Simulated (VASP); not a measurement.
A run of VASP 6.6.1 is set up as follows.

The input POSCAR:

```
Mg2Ge
1.0
    0.0000000000      3.1194392128      3.1194392128
    3.1194392128      0.0000000000      3.1194392128
    3.1194392128      3.1194392128      0.0000000000
Ge Mg
1 2
Direct
    0.0000000000      0.0000000000      0.0000000000
    0.2500000000      0.2500000000      0.2500000000
    0.7500000000      0.7500000000      0.7500000000
```

INCAR.step1

```
ALGO = Normal ; EDIFF = 1E-5
ENCUT = 520 ; GGA = PE
GGA_COMPAT = F ; ISIF = 2
ISMEAR = -1 ; LASPH = T
LCHARG = F ; LREAL = F
LWAVE = T ; NBANDS = 16
NELM = 120 ; PREC = Accurate
SIGMA = 0.02
```

INCAR.step2

```
ALGO = Normal ; EDIFF = 1E-6
ENCUT = 520 ; GGA = PE
GGA_COMPAT = F ; HFSCREEN = 0.2079
ISIF = 2 ; ISMEAR = -1
ISTART = 1 ; LASPH = T
LCHARG = F ; LHFCALC = T
LREAL = F ; LWAVE = F
NBANDS = 16 ; NELM = 120
PREC = Accurate ; PRECFOCK = Normal
SIGMA = 0.02
```

Contents of KPOINTS:

```
k-points
0
Gamma
  6 6 6
```

Potentials or basis: VASP PAW PBE potentials, release 64 (Ge_d, Mg).

The run is started by

```bash
$ cat potpaw_PBE.64/Ge_d/POTCAR potpaw_PBE.64/Mg/POTCAR > POTCAR
$ cp INCAR.step1 INCAR
$ mpirun -np 1 vasp_std > vasp.out
$ cp INCAR.step2 INCAR
$ mpirun -np 1 vasp_std > vasp.out
```

(1) Predict the band gap on the k mesh.

(2) Predict the pressure.

Results:

(1) 0.46 eV (least direct gap 2.13 eV).

(2) 4.1 GPa.

Caveat: the cell differs from its parent crystal (strain -2.0%); the cell stands under pressure; the structure was generated, so it needn't be the stable form of Mg2Ge; the PAW data sets were made with another functional, which shifts forces and pressure a little.
